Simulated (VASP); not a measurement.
# Zn (C2/m) in VASP: further runs

The runs below take Zn through single point, with LDA.

Everything below comes from runs of VASP 6.6.1. Logs are shortened: lines on timing, memory, paths and dates and some standing lists are left out, and cuts for length are marked.

## Step 1: The cell of the first run

Symmetry: C2/m, No. 12, monoclinic system. Conventional cell: a = 4.536 Å, b = 2.617 Å, c = 7.472 Å, α = 90.00°, β = 102.30°, γ = 90.00°. Zn (site symmetry 2/m) has 12 Zn at 2.62 to 2.89 Å within 3.5 Å. Zn (site symmetry m) has 12 Zn at 2.62 to 2.89 Å within 3.5 Å.

## Step 2: Single point, LDA

The input, INCAR:

```
SYSTEM = Zn
PREC     = Accurate       ! precision mode
ENCUT    = 520            ! plane-wave cutoff, eV
EDIFF    = 1E-7           ! SCF threshold, eV
ISMEAR   = -1             ! smearing method
SIGMA    = 0.1            ! smearing width, eV
LREAL    = .FALSE.        ! projectors in reciprocal space
LASPH    = .TRUE.         ! aspherical terms in the spheres
NELM     = 60             ! most SCF steps
ALGO     = Normal         ! electronic algorithm
ISIF     = 2              ! what is computed and relaxed
LWAVE    = .FALSE.        ! write WAVECAR
LCHARG   = .FALSE.        ! write CHGCAR
NBANDS   = 25             ! bands
```

The input, KPOINTS:

```
regular mesh
0
G
  15 15 5
  0 0 0
```

The input, POSCAR:

```
Zn
1.0
    2.2681701700     -1.3084870100      0.0000000000
    2.2681701700      1.3084870100      0.0000000000
   -1.5917165400      0.0000000000      7.3004081900
Zn
3
Direct
    0.0000000000      0.0000000000      0.0000000000
    0.2219821400      0.2219821400      0.6654950200
    0.7780178600      0.7780178600      0.3345049800
```

Potentials or basis: VASP PAW LDA potentials, release 64 (Zn).

Started as:

```
$ cat potpaw_LDA.64/Zn/POTCAR > POTCAR
$ mpirun -np 1 vasp_std > vasp.out
```

OUTCAR:

```text
SYSTEM = Zn
   PREC = Accurate
   ENCUT = 520
   EDIFF = 1E-7
   ISMEAR = -1
   LREAL = .FALSE.
   LASPH = .TRUE.
   NELM = 60
   ISIF = 2

 ion  position               nearest neighbor table
   1  0.000  0.000  0.000-   3 2.86   3 2.86   2 2.86   2 2.86   2 2.89   3 2.89
   2  0.222  0.222  0.665-   3 2.84   3 2.86   3 2.86   1 2.86   1 2.86   1 2.89
   3  0.778  0.778  0.335-   2 2.84   2 2.86   2 2.86   1 2.86   1 2.86   1 2.89

  LATTYP: Found a base centered monoclinic cell.
 ALAT       =     4.5363403400
 B/A-ratio  =     0.5768910231
 C/A-ratio  =     1.6471241007
 COS(beta)  =    -0.2130265712

  Lattice vectors:

 A1 = (   2.2681701700,  -1.3084870100,   0.0000000000)
 A2 = (   2.2681701700,   1.3084870100,   0.0000000000)
 A3 = (  -1.5917165400,   0.0000000000,   7.3004081900)

Analysis of symmetry for initial positions (statically):
=====================================================================
 Subroutine PRICEL returns:
 Original cell was already a primitive cell.

 Routine SETGRP: Setting up the symmetry group for a
 base centered monoclinic supercell.

 Subroutine GETGRP returns: Found  4 space group operations
 (whereof  4 operations were pure point group operations)
 out of a pool of  4 trial point group operations.

The static configuration has the point symmetry C_2h.

Analysis of symmetry for dynamics (positions and initial velocities):
=====================================================================
 Subroutine PRICEL returns:
 Original cell was already a primitive cell.

 Routine SETGRP: Setting up the symmetry group for a
 base centered monoclinic supercell.

 Subroutine GETGRP returns: Found  4 space group operations
 (whereof  4 operations were pure point group operations)
 out of a pool of  4 trial point group operations.

The dynamic configuration has the point symmetry C_2h.

 Subroutine INISYM returns: Found  4 space group operations
 (whereof  4 operations are pure point group operations),
 and found     1 'primitive' translations

----------------------------------------------------------------------------------------

                                     Primitive cell

  volume of cell :      43.3333

  direct lattice vectors                    reciprocal lattice vectors
     2.268170170 -1.308487010  0.000000000     0.220442014 -0.382120721  0.048063230
     2.268170170  1.308487010  0.000000000     0.220442014  0.382120721  0.048063230
    -1.591716540  0.000000000  7.300408190     0.000000000  0.000000000  0.136978642

  length of vectors
     2.618536648  2.618536648  7.471915503     0.443757818  0.443757818  0.136978642

  position of ions in fractional coordinates (direct lattice)
     0.000000000  0.000000000  0.000000000
     0.221982140  0.221982140  0.665495020
     0.778017860  0.778017860  0.334504980

  ion indices of the primitive-cell ions
   primitive index   ion index
                 1           1
                 2           2
                 3           3

----------------------------------------------------------------------------------------

 KPOINTS: regular mesh

Automatic generation of k-mesh.
 Grid dimensions read from file:
 generate k-points for:   15   15    5

 Generating k-lattice:

  Cartesian coordinates                     Fractional coordinates (reciprocal lattice)
     0.014696134 -0.025474715  0.003204215     0.066666667  0.000000000 -0.000000000
     0.014696134  0.025474715  0.003204215     0.000000000  0.066666667 -0.000000000
     0.000000000  0.000000000  0.027395728     0.000000000  0.000000000  0.200000000

  Length of vectors
     0.029583855  0.029583855  0.027395728

  Shift w.r.t. Gamma in fractional coordinates (k-lattice)
     0.000000000  0.000000000  0.000000000

 Subroutine IBZKPT returns following result:
 ===========================================

 Found    304 irreducible k-points:

 Following reciprocal coordinates:
            Coordinates               Weight
  0.000000  0.000000  0.000000      1.000000
  0.066667 -0.000000  0.000000      4.000000
  0.133333  0.000000  0.000000      4.000000
  0.200000  0.000000  0.000000      4.000000
  0.266667  0.000000  0.000000      4.000000
  0.333333  0.000000  0.000000      4.000000
[... 16 lines left out ...]
  0.133333  0.133333  0.000000      2.000000
  0.200000  0.133333  0.000000      4.000000
 [... further k-points ...]
   k-points           NKPTS =    304   k-points in BZ     NKDIM =    304   number of bands    NBANDS=     25
   number of dos      NEDOS =    301   number of ions     NIONS =      3
   total plane-waves  NPLWV =  22400
   dimension x,y,z NGX =    20 NGY =   20 NGZ =   56
   dimension x,y,z NGXF=    40 NGYF=   40 NGZF=  112
   ions per type =               3
   NGX,Y,Z   is equivalent  to a cutoff of  12.70, 12.70, 12.46 a.u.
   NGXF,Y,Z  is equivalent  to a cutoff of  25.40, 25.40, 24.92 a.u.
 SYSTEM =  Zn
   PREC   = accura    normal or accurate (medium, high low for compatibility)
   ISTART =      0    job   : 0-new  1-cont  2-samecut
   ICHARG =      2    charge: 1-file 2-atom 10-const
   ISPIN  =      1    spin polarized calculation?
   LNONCOLLINEAR =      F non collinear calculations
   LSORBIT =      F    spin-orbit coupling
   LASPH  =      T    aspherical Exc in radial PAW
   ENCUT  =  520.0 eV  38.22 Ry    6.18 a.u.   4.87  4.87 13.89*2*pi/ulx,y,z
   NELM   =     60;   NELMIN=  2; NELMDL= -5     # of ELM steps
   EDIFF  = 0.1E-06   stopping-criterion for ELM
   LREAL  =      F    real-space projection
   EDIFFG = 0.1E-05   stopping-criterion for IOM
   NSW    =      0    number of steps for IOM
   IBRION =     -1    ionic relax: 0-MD 1-quasi-New 2-CG
   NFREE  =      0    steps in history (QN), initial steepest desc. (CG)
   ISIF   =      2    stress and relaxation
   ISYM   =      2    0-nonsym 1-usesym 2-fastsym
   POTIM  = 0.5000    time-step for ionic-motion
   TEBEG  =    0.0;   TEEND  =   0.0 temperature during run
   PSTRESS=    0.0 pullay stress
   NELECT =      36.0000    total number of electrons
   NUPDOWN=      -1.0000    fix difference up-down
   EMIN   =  10.00;   EMAX   =-10.00  energy-range for DOS
   EFERMI =   0.00;   METHOD = LEGACY
   ISMEAR =    -1;   SIGMA  =   0.10  broadening in eV -4-tet -1-fermi 0-gaus
   EFERMI_NEDOS =   21; number of points for ismear=-14 and -15
   IALGO  =     38    algorithm
   IMIX   =      4    mixing-type and parameters
     AMIX     =   0.40;   BMIX     =  1.00
     AMIX_MAG =   1.60;   BMIX_MAG =  1.00
  volume/ion in A,a.u.               =      14.44        97.48
  Fermi-wavevector in a.u.,A,eV,Ry     =   1.538987  2.908264 32.225138  2.368481
  Thomas-Fermi vector in A             =   2.645278
   LORBIT       =      0    0 simple, 1 ext, 2 COOP (PROOUT), +10 PAW based schemes
   GGA     = CA    functional components
   LHFCALC =     F    Hartree Fock is set to
   AEXX    =    0.0000 exact exchange contribution
   IVDW    =     0    specifies the selected vdW correction
   LEPSILON=     F    determine dielectric tensor
   LRPA    =     F    only Hartree local field effects (RPA)
 non-spin polarized calculation
  energy-cutoff  :      520.00
  volume of cell :       43.33
 maximum number of plane-waves:      1190
   NGX =  9   NGY =  9   NGZ = 27

 number of electron      36.0000002 magnetization

 Free energy of the ion-electron system (eV)
  ---------------------------------------------------
  ext. energy  EPLUGINS =         0.00000000
  ---------------------------------------------------
  free energy    TOTEN  =        -5.58331700 eV

  energy without entropy =       -5.56003446  energy(sigma->0) =       -5.57167573

 E-fermi :   3.2912     XC(G=0): -12.1618

 val. band max:        3.2858211062   @ k =  -0.2000  -0.2000   0.4000
 cond. band min:       3.2914677075   @ k =  -0.3333   0.4000   0.2000
 fundamental gap:      0.0056466014
 Fermi energy:         3.2912393087

 k-point     1 :       0.0000    0.0000    0.0000
  band No.  band energies     occupation
      1      -7.5631      2.00000
      2      -5.8084      2.00000
      3      -5.8081      2.00000
      4      -4.8909      2.00000
      5      -4.6404      2.00000
      6      -4.6391      2.00000
[... 17 lines left out ...]
     24      21.8058      0.00000
     25      21.9988      0.00000

 k-point     2 :       0.0667   -0.0000    0.0000
  band No.  band energies     occupation
      1      -7.4247      2.00000
      2      -5.7437      2.00000
      3      -5.7027      2.00000
      4      -4.8741      2.00000
      5      -4.6605      2.00000
      6      -4.6486      2.00000
[... 17 lines left out ...]
     24      20.4429      0.00000
     25      21.0789      0.00000

 k-point     3 :       0.1333    0.0000    0.0000
  band No.  band energies     occupation
      1      -7.0179      2.00000
      2      -5.5289      2.00000
      3      -5.4707      2.00000
      4      -4.8380      2.00000
      5      -4.7160      2.00000
      6      -4.6918      2.00000
[... 17 lines left out ...]
     24      18.8594      0.00000
     25      19.6055      0.00000

 k-point     4 :       0.2000    0.0000    0.0000
  band No.  band energies     occupation
      1      -6.3841      2.00000
      2      -5.2911      2.00000
      3      -5.2342      2.00000
      4      -4.8326      2.00000
      5      -4.8004      2.00000
      6      -4.7565      2.00000
[... 17 lines left out ...]
     24      17.4510      0.00000
     25      18.0746      0.00000
[... 477 lines left out ...]
 k-point    22 :      -0.0667    0.0667    0.0000
  band No.  band energies     occupation
      1      -7.1559      2.00000
      2      -5.5660      2.00000
      3      -5.5610      2.00000
      4      -4.8472      2.00000
      5      -4.7015      2.00000
      6      -4.6771      2.00000
[... 17 lines left out ...]
     24      18.5364      0.00000
     25      18.6141      0.00000

 k-point    23 :       0.1333    0.1333    0.0000
  band No.  band energies     occupation
      1      -7.0007      2.00000
      2      -5.5654      2.00000
      3      -5.4623      2.00000
      4      -4.8391      2.00000
      5      -4.7178      2.00000
      6      -4.7090      2.00000
[... 17 lines left out ...]
     24      18.6532      0.00000
     25      20.0901      0.00000

 k-point    24 :       0.2000    0.1333    0.0000
  band No.  band energies     occupation
      1      -6.6013      2.00000
      2      -5.3700      2.00000
      3      -5.2995      2.00000
      4      -4.8303      2.00000
      5      -4.7861      2.00000
      6      -4.7637      2.00000
[... 17 lines left out ...]
     24      17.2446      0.00000
     25      17.7086      0.00000

 [... further k-points ...]

------------------------ aborting loop because EDIFF is reached ----------------------------------------

  FORCE on cell =-STRESS in cart. coord.  units (eV):
  Direction    XX          YY          ZZ          XY          YZ          ZX
  --------------------------------------------------------------------------------------
  -------------------------------------------------------------------------------------
  Total       -1.5409689     -1.6431725     -0.5167801      0.0000000      0.0000000      0.0307496
  in kB      -56.9747278    -60.7535338    -19.1070742      0.0000000      0.0000000      1.1369128
  external PRESSURE =     -45.6117786 kB  Pullay stress =       0.0000000 kB

 VOLUME and BASIS-vectors are now :
 -----------------------------------------------------------------------------
  energy-cutoff  :      520.00
  volume of cell :       43.33
      direct lattice vectors                 reciprocal lattice vectors
     2.268170170 -1.308487010  0.000000000     0.220442014 -0.382120721  0.048063230
     2.268170170  1.308487010  0.000000000     0.220442014  0.382120721  0.048063230
    -1.591716540  0.000000000  7.300408190     0.000000000  0.000000000  0.136978642

 POSITION                                       TOTAL-FORCE (eV/Angst)
 -----------------------------------------------------------------------------------
      0.00000      0.00000      0.00000         0.000000     -0.000000      0.000000
     -0.05229      0.00000      4.85839         0.003900      0.000000      0.004506
      2.99692      0.00000      2.44202        -0.003900      0.000000     -0.004506
 -----------------------------------------------------------------------------------
    total drift:                                0.000000     -0.000000      0.000000

  FREE ENERGIE OF THE ION-ELECTRON SYSTEM (eV)
  ---------------------------------------------------
  free  energy   TOTEN  =        -5.5833170015 eV

  energy  without entropy=       -5.5600344610  energy(sigma->0) =       -5.57167573
```

Run time: 5.5 min. Hardware: 1 thread of Intel Xeon Platinum 8259CL at 2.50GHz (Skylake/Cascade Lake), shared host; peak memory 0.33 GiB.

What came out:

| Item | Value |
| --- | --- |
| Free energy | -5.5833 eV |
| Pressure | -4.6 GPa |
| Largest force | 0.006 eV/Å |
| Band gap on the k mesh | zero (bands 18 and 19 overlap by 4.54 eV) |

Forces on the atoms (eV/Å):
```
Zn   0.000  0.000  0.000
Zn   0.004  0.000  0.005
Zn  -0.004  0.000 -0.005
```

Caveat: the cell stands under tension.

## Step 3: Single point, LDA

The input, INCAR:

```
SYSTEM = Zn
PREC = Accurate
ENCUT = 520
EDIFF = 1E-6
ISMEAR = -1
SIGMA = 0.1
LREAL = .FALSE.
LASPH = .TRUE.
NELM = 100
ALGO = Normal
ISIF = 2
LWAVE = .FALSE.
LCHARG = .TRUE.
GGA = CA
LELF = .TRUE.
LVHAR = .TRUE.
NBANDS = 25
```

KPOINTS is that of step 2.

POSCAR is that of step 2.

Potentials or basis: VASP PAW LDA potentials, release 64 (Zn).

Started as:

```
$ cat potpaw_LDA.64/Zn/POTCAR > POTCAR
$ mpirun -np 1 vasp_std > vasp.out
```

Wall time 6 min (1 thread of Intel Xeon Platinum 8259CL at 2.50GHz (Skylake/Cascade Lake), shared host); peak memory 0.33 GiB.

Results (log left out):

- Free energy: -5.5833 eV
- Pressure: -4.6 GPa
- Largest force: 0.006 eV/Å
- Band gap on the k mesh: zero (bands 18 and 19 overlap by 4.54 eV)

Forces in eV/Å, atoms in the order of the input:
```
Zn   0.000  0.000  0.000
Zn   0.004  0.000  0.005
Zn  -0.004  0.000 -0.005
```

Stress tensor (GPa, compression positive):
```
-5.70  0.00  0.11
 0.00 -6.08  0.00
 0.11  0.00 -1.91
```

Levels at points of the mesh, in eV from the Fermi level:
```tsv
k point	band 16	band 17	band 18	band 19	band 20	band 21
(0.00, 0.00, 0.00)	-7.31	-7.07	-7.04	1.61	1.67	13.93
```

Caveat: the cell stands under tension.
